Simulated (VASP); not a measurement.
# MnH4 (Im-3m) in VASP: a series of runs

Runs on MnH4. Level: PBE. Tasks: single point, relaxation of cell and atoms.

Everything below comes from runs of VASP 6.6.1. Logs are shortened: lines on timing, memory, paths and dates and some standing lists are left out, and cuts for length are marked.

## 1. The cell of the first run

The structure is cubic, space group Im-3m (No. 229). Conventional cell: a = 4.008 Å, b = 4.008 Å, c = 4.008 Å, α = 90.00°, β = 90.00°, γ = 90.00°. Mn (site symmetry m-3m) has 8 H at 1.74 Å within 2.3 Å. Within 2.3 Å of H (site symmetry -3m) lie 2 Mn at 1.74 Å and 6 H at 2.00 Å.

The cell was generated, and may not be a known phase.

## 2. Single point, PBE, collinear spin, ferromagnetic start

File INCAR:

```
PREC = Accurate ; ENCUT = 520
EDIFF = 1E-7 ; ISMEAR = 0
SIGMA = 0.1 ; LREAL = False
LASPH = True ; NELM = 150
ALGO = Normal ; ISIF = 2
LWAVE = False ; LCHARG = True
ISPIN = 2 ; MAGMOM = 4 0 0 0 0
LORBIT = 11 ; LMAXMIX = 4
GGA = PE ; LELF = True
LVHAR = True ; NBANDS = 20
```

File KPOINTS:

```
regular mesh
0
Gamma
  6 6 6
```

File POSCAR:

```
MnH4
1.0
   -2.0039535710      2.0039535710      2.0039535710
    2.0039535710     -2.0039535710      2.0039535710
    2.0039535710      2.0039535710     -2.0039535710
Mn H
1 4
Direct
    0.0000000000      0.0000000000      0.0000000000
    0.0000000000      0.0000000000      0.5000000000
    0.5000000000      0.0000000000      0.0000000000
    0.5000000000      0.5000000000      0.5000000000
    0.0000000000      0.5000000000      0.0000000000
```

Potentials or basis: VASP PAW PBE potentials, release 64 (Mn_pv, H).

On the command line:

```bash
$ cat potpaw_PBE.64/Mn_pv/POTCAR potpaw_PBE.64/H/POTCAR > POTCAR
$ mpirun -np 1 vasp_std > vasp.out
```

OUTCAR:

```text
PREC = Accurate
   ENCUT = 520
   EDIFF = 1E-7
   ISMEAR = 0
   LREAL = False
   LASPH = True
   NELM = 150
   ISIF = 2
   ISPIN = 2
   LORBIT = 11
   GGA = PE

 ion  position               nearest neighbor table
   1  0.000  0.000  0.000-   2 1.74   3 1.74   4 1.74   5 1.74   2 1.74   5 1.74   3 1.74   4 1.74

   2  0.000  0.000  0.500-   1 1.74   1 1.74
   3  0.500  0.000  0.000-   1 1.74   1 1.74
   4  0.500  0.500  0.500-   1 1.74   1 1.74
   5  0.000  0.500  0.000-   1 1.74   1 1.74

  LATTYP: Found a body centered cubic cell.
 ALAT       =     4.0079071420

  Lattice vectors:

 A1 = (  -2.0039535710,   2.0039535710,   2.0039535710)
 A2 = (   2.0039535710,  -2.0039535710,   2.0039535710)
 A3 = (   2.0039535710,   2.0039535710,  -2.0039535710)

Analysis of symmetry for initial positions (statically):
=====================================================================
 Subroutine PRICEL returns:
 Original cell was already a primitive cell.

 Routine SETGRP: Setting up the symmetry group for a
 body centered cubic supercell.

 Subroutine GETGRP returns: Found 48 space group operations
 (whereof 48 operations were pure point group operations)
 out of a pool of 48 trial point group operations.

The static configuration has the point symmetry O_h .

Analysis of symmetry for dynamics (positions and initial velocities):
=====================================================================
 Subroutine PRICEL returns:
 Original cell was already a primitive cell.

 Routine SETGRP: Setting up the symmetry group for a
 body centered cubic supercell.

 Subroutine GETGRP returns: Found 48 space group operations
 (whereof 48 operations were pure point group operations)
 out of a pool of 48 trial point group operations.

The dynamic configuration has the point symmetry O_h .

Analysis of structural, dynamic, and magnetic symmetry:
=====================================================================
 Subroutine PRICEL returns:
 Original cell was already a primitive cell.

 Routine SETGRP: Setting up the symmetry group for a
 body centered cubic supercell.

 Subroutine GETGRP returns: Found 48 space group operations
 (whereof 48 operations were pure point group operations)
 out of a pool of 48 trial point group operations.

The overall configuration has the point symmetry O_h .

 Subroutine INISYM returns: Found 48 space group operations
 (whereof 48 operations are pure point group operations),
 and found     1 'primitive' translations

----------------------------------------------------------------------------------------

                                     Primitive cell

  volume of cell :      32.1901

  direct lattice vectors                    reciprocal lattice vectors
    -2.003953571  2.003953571  2.003953571     0.000000000  0.249506779  0.249506779
     2.003953571 -2.003953571  2.003953571     0.249506779  0.000000000  0.249506779
     2.003953571  2.003953571 -2.003953571     0.249506779  0.249506779  0.000000000

  length of vectors
     3.470949401  3.470949401  3.470949401     0.352855870  0.352855870  0.352855870

  position of ions in fractional coordinates (direct lattice)
     0.000000000  0.000000000  0.000000000
     0.000000000  0.000000000  0.500000000
     0.500000000  0.000000000  0.000000000
     0.500000000  0.500000000  0.500000000
     0.000000000  0.500000000  0.000000000

  ion indices of the primitive-cell ions
   primitive index   ion index
                 1           1
                 2           2
                 3           3
                 4           4
                 5           5

----------------------------------------------------------------------------------------

 KPOINTS: regular mesh

Automatic generation of k-mesh.
 Grid dimensions read from file:
 generate k-points for:    6    6    6

 Generating k-lattice:

  Cartesian coordinates                     Fractional coordinates (reciprocal lattice)
     0.000000000  0.041584463  0.041584463     0.166666667  0.000000000  0.000000000
     0.041584463  0.000000000  0.041584463     0.000000000  0.166666667  0.000000000
     0.041584463  0.041584463  0.000000000     0.000000000  0.000000000  0.166666667

  Length of vectors
     0.058809312  0.058809312  0.058809312

  Shift w.r.t. Gamma in fractional coordinates (k-lattice)
     0.000000000  0.000000000  0.000000000

 Subroutine IBZKPT returns following result:
 ===========================================

 Found     16 irreducible k-points:

 Following reciprocal coordinates:
            Coordinates               Weight
  0.000000  0.000000  0.000000      1.000000
  0.166667  0.000000  0.000000     12.000000
  0.333333  0.000000  0.000000     12.000000
  0.500000  0.000000  0.000000      6.000000
  0.166667  0.166667  0.000000     24.000000
  0.333333  0.166667  0.000000     48.000000
[... 8 lines left out ...]
  0.500000  0.500000  0.333333     12.000000
  0.500000  0.500000  0.500000      1.000000
   k-points           NKPTS =     16   k-points in BZ     NKDIM =     16   number of bands    NBANDS=     20
   number of dos      NEDOS =    301   number of ions     NIONS =      5
   total plane-waves  NPLWV =  21952
   dimension x,y,z NGX =    28 NGY =   28 NGZ =   28
   dimension x,y,z NGXF=    56 NGYF=   56 NGZF=   56
   ions per type =               1   4
   NGX,Y,Z   is equivalent  to a cutoff of  13.41, 13.41, 13.41 a.u.
   NGXF,Y,Z  is equivalent  to a cutoff of  26.82, 26.82, 26.82 a.u.
 SYSTEM =  unknown system
   PREC   = accura    normal or accurate (medium, high low for compatibility)
   ISTART =      0    job   : 0-new  1-cont  2-samecut
   ICHARG =      2    charge: 1-file 2-atom 10-const
   ISPIN  =      2    spin polarized calculation?
   LNONCOLLINEAR =      F non collinear calculations
   LSORBIT =      F    spin-orbit coupling
   LASPH  =      T    aspherical Exc in radial PAW
   ENCUT  =  520.0 eV  38.22 Ry    6.18 a.u.   6.45  6.45  6.45*2*pi/ulx,y,z
   NELM   =    150;   NELMIN=  2; NELMDL= -5     # of ELM steps
   EDIFF  = 0.1E-06   stopping-criterion for ELM
   LREAL  =      F    real-space projection
   EDIFFG = 0.1E-05   stopping-criterion for IOM
   NSW    =      0    number of steps for IOM
   IBRION =     -1    ionic relax: 0-MD 1-quasi-New 2-CG
   NFREE  =      0    steps in history (QN), initial steepest desc. (CG)
   ISIF   =      2    stress and relaxation
   ISYM   =      2    0-nonsym 1-usesym 2-fastsym
   POTIM  = 0.5000    time-step for ionic-motion
   TEBEG  =    0.0;   TEEND  =   0.0 temperature during run
   PSTRESS=    0.0 pullay stress
   NELECT =      17.0000    total number of electrons
   NUPDOWN=      -1.0000    fix difference up-down
   EMIN   =  10.00;   EMAX   =-10.00  energy-range for DOS
   EFERMI =   0.00;   METHOD = LEGACY
   ISMEAR =     0;   SIGMA  =   0.10  broadening in eV -4-tet -1-fermi 0-gaus
   EFERMI_NEDOS =   21; number of points for ismear=-14 and -15
   IALGO  =     38    algorithm
   IMIX   =      4    mixing-type and parameters
     AMIX     =   0.40;   BMIX     =  1.00
     AMIX_MAG =   1.60;   BMIX_MAG =  1.00
  volume/ion in A,a.u.               =       6.44        43.45
  Fermi-wavevector in a.u.,A,eV,Ry     =   1.323275  2.500627 23.824578  1.751057
  Thomas-Fermi vector in A             =   2.452895
   LORBIT       =     11    0 simple, 1 ext, 2 COOP (PROOUT), +10 PAW based schemes
   GGA     = PE    functional components
   LHFCALC =     F    Hartree Fock is set to
   AEXX    =    0.0000 exact exchange contribution
   IVDW    =     0    specifies the selected vdW correction
   LEPSILON=     F    determine dielectric tensor
   LRPA    =     F    only Hartree local field effects (RPA)
 spin polarized calculation
 Gauss-broadening in eV      SIGMA  =   0.10
  energy-cutoff  :      520.00
  volume of cell :       32.19
 maximum number of plane-waves:       887
 NGX is ok and might be reduce to    28
   NGX = 13   NGY = 13   NGZ = 13

 number of electron      16.9999994 magnetization       2.8928137

 Free energy of the ion-electron system (eV)
  ---------------------------------------------------
  ext. energy  EPLUGINS =         0.00000000
  ---------------------------------------------------
  free energy    TOTEN  =       -20.53160991 eV

  energy without entropy =      -20.52846797  energy(sigma->0) =      -20.53003894

 E-fermi :   2.7939     XC(G=0): -10.3169

 val. band max:        2.7499203636   @ k =   0.5000   0.0000   0.0000
 cond. band min:       2.7974656857   @ k =   0.5000   0.5000   0.3333
 fundamental gap:      0.0475453220
 Fermi energy:         2.7938790041

 spin component 1

 k-point     1 :       0.0000    0.0000    0.0000
  band No.  band energies     occupation
      1     -47.2246      1.00000
      2     -47.2246      1.00000
      3     -47.2246      1.00000
      4      -7.1903      1.00000
      5      -1.6336      1.00000
      6      -1.6336      1.00000
[... 344 lines left out ...]
      6      -0.8157      1.00000
[... 12 lines left out ...]
     19      25.1518      0.00000
     20      25.1518      0.00000
 Fermi energy:         2.7938790041

 spin component 2

 k-point     1 :       0.0000    0.0000    0.0000
  band No.  band energies     occupation
      1     -44.0140      1.00000
      2     -44.0140      1.00000
      3     -44.0140      1.00000
      4      -7.0587      1.00000
      5      -0.3840      1.00000
      6      -0.3840      1.00000
[... 357 lines left out ...]
     19      26.0892      0.00000
     20      26.0892      0.00000

------------------------ aborting loop because EDIFF is reached ----------------------------------------

  FORCE on cell =-STRESS in cart. coord.  units (eV):
  Direction    XX          YY          ZZ          XY          YZ          ZX
  --------------------------------------------------------------------------------------
  -------------------------------------------------------------------------------------
  Total       -0.0766645     -0.0766645     -0.0766645     -0.0000000     -0.0000000     -0.0000000
  in kB       -3.8157659     -3.8157659     -3.8157659     -0.0000000     -0.0000000     -0.0000000
  external PRESSURE =      -3.8157659 kB  Pullay stress =       0.0000000 kB

 VOLUME and BASIS-vectors are now :
 -----------------------------------------------------------------------------
  energy-cutoff  :      520.00
  volume of cell :       32.19
      direct lattice vectors                 reciprocal lattice vectors
    -2.003953571  2.003953571  2.003953571     0.000000000  0.249506779  0.249506779
     2.003953571 -2.003953571  2.003953571     0.249506779  0.000000000  0.249506779
     2.003953571  2.003953571 -2.003953571     0.249506779  0.249506779  0.000000000

 POSITION                                       TOTAL-FORCE (eV/Angst)
 -----------------------------------------------------------------------------------
      0.00000      0.00000      0.00000        -0.000000      0.000000     -0.000000
      1.00198      1.00198     -1.00198        -0.000000      0.000000     -0.000000
     -1.00198      1.00198      1.00198        -0.000000     -0.000000      0.000000
      1.00198      1.00198      1.00198         0.000000     -0.000000      0.000000
      1.00198     -1.00198      1.00198         0.000000      0.000000     -0.000000
 -----------------------------------------------------------------------------------
    total drift:                               -0.000000     -0.000000     -0.000000

  FREE ENERGIE OF THE ION-ELECTRON SYSTEM (eV)
  ---------------------------------------------------
  free  energy   TOTEN  =       -20.5316099053 eV

  energy  without entropy=      -20.5284679734  energy(sigma->0) =      -20.53003894

 total charge

# of ion       s       p       d       tot
------------------------------------------
    1        0.350   6.339   5.002  11.691
    2        0.528   0.013   0.000   0.540
    3        0.528   0.013   0.000   0.540
    4        0.528   0.013   0.000   0.540
    5        0.528   0.013   0.000   0.540
--------------------------------------------------
tot          2.460   6.390   5.002  13.852

 magnetization (x)

# of ion       s       p       d       tot
------------------------------------------
    1        0.042   0.016   2.954   3.012
    2       -0.047   0.004   0.000  -0.043
    3       -0.047   0.004   0.000  -0.043
    4       -0.047   0.004   0.000  -0.043
    5       -0.047   0.004   0.000  -0.043
--------------------------------------------------
tot         -0.148   0.033   2.954   2.839
```

Wall time 61 s (1 thread of Oxide Virtual Turin-like, shared host); peak memory 0.14 GiB.

Results:

```
Free energy                                           : -20.5316 eV
Pressure                                              : -0.4 GPa
Net moment                                            : 2.89 μB per cell
Site moments                                          : Mn +3.01; H -0.04 μB
Valence electrons inside the program's atomic spheres : Mn 11.69; H 0.54
```

Caveat: the k points lie up to 0.37 Å⁻¹ apart.

(Continued in part 2 of 4.)
